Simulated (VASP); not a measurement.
Set up this calculation in VASP 6.6.1, as the native input.

| Property | Result |
| --- | --- |
| Task | G0W0 quasiparticle levels |
| Functional | PBEsol |
| Potentials or basis | VASP PAW PBE potentials, release 64 (N_GW, B_GW) |
| Cutoff | 500 eV |
| k mesh | 4 × 6 × 4 |
| Occupations | gaussian, width 0.01 eV |
| Spin | no spin polarisation |
| Dipole correction | no |
| GW scheme | G0W0 |
| GW iterations | 1 |
| Cutoff of the response function | 100 |
| Frequency points | 48 |
| Empty bands | 123 |
| Further INCAR settings | ALGO = EVGW0; EDIFF = 1e-08; NBANDS = 139 |

Crystal: BN.

```
N B
1.0
     4.88009    0.00000    0.00000
     0.00000    2.59146    0.00000
     0.00000    0.00000    4.29205
N B
4 4
Direct
  0.32113 0.75000 0.10649
  0.67887 0.25000 0.89351
  0.17887 0.25000 0.60649
  0.82113 0.75000 0.39351
  0.34041 0.25000 0.90710
  0.15959 0.75000 0.40710
  0.84041 0.25000 0.59290
  0.65959 0.75000 0.09290
```

The input as run:

POSCAR

```
BN
1.0
    4.8800890000      0.0000000000      0.0000000000
    0.0000000000      2.5914640000      0.0000000000
    0.0000000000      0.0000000000      4.2920490000
N B
4 4
Direct
    0.3211300000      0.7500000000      0.1064860000
    0.6788700000      0.2500000000      0.8935140000
    0.1788700000      0.2500000000      0.6064860000
    0.8211300000      0.7500000000      0.3935140000
    0.3404130000      0.2500000000      0.9070960000
    0.1595870000      0.7500000000      0.4070960000
    0.8404130000      0.2500000000      0.5929040000
    0.6595870000      0.7500000000      0.0929040000
```

INCAR.step1

```
SYSTEM = BN
  ALGO = Normal
  EDIFF = 1E-8
  ENCUT = 500
  GGA = PS
  ISMEAR = 0
  LASPH = .True.
  LCHARG = .False.
  LREAL = .False.
  LWAVE = .True.
  NELM = 80
  PREC = Accurate
  SIGMA = 0.01
```

INCAR.step2

```
SYSTEM = BN
  ALGO = Exact
  EDIFF = 1E-8
  ENCUT = 500
  GGA = PS
  ISMEAR = 0
  ISTART = 1
  LASPH = .True.
  LCHARG = .False.
  LOPTICS = .True.
  LREAL = .False.
  LWAVE = .True.
  NBANDS = 139
  NELM = 1
  PREC = Accurate
  SIGMA = 0.01
```

INCAR.step3

```
SYSTEM = BN
  ALGO = EVGW0
  EDIFF = 1E-8
  ENCUT = 500
  ENCUTGW = 100.0
  GGA = PS
  ISMEAR = 0
  ISTART = 1
  LASPH = .True.
  LCHARG = .False.
  LREAL = .False.
  LWAVE = .False.
  NBANDS = 139
  NBANDSGW = 24
  NELMGW = 1
  NOMEGA = 48
  PREC = Accurate
  PRECFOCK = Fast
  SIGMA = 0.01
```

KPOINTS

```
k-points
0
Gamma
  4 6 4
  0 0 0
```

Potentials or basis: VASP PAW PBE potentials, release 64 (N_GW, B_GW).

Run with:

```bash
$ cat potpaw_PBE.64/N_GW/POTCAR potpaw_PBE.64/B_GW/POTCAR > POTCAR
$ cp INCAR.step1 INCAR
$ mpirun -np 1 vasp_std > vasp.out
$ cp INCAR.step2 INCAR
$ mpirun -np 1 vasp_std > vasp.out
$ cp INCAR.step3 INCAR
$ mpirun -np 1 vasp_std > vasp.out
```

Results of the run:

```
Quasiparticle gap                                   : 7.21 eV
Least direct quasiparticle gap                      : 7.79 eV
Band gap of the starting levels on the mesh         : 5.64 eV
Least direct gap of the starting levels on the mesh : 6.10 eV
```

Caveat: the k points lie up to 0.40 Å⁻¹ apart; bands, screening cutoff and mesh are small and nothing is extrapolated, so the quasiparticle values aren't converged.

It took 45 min on 1 thread of Intel Xeon 8259CL (shared host), peak memory 1.6 GiB.
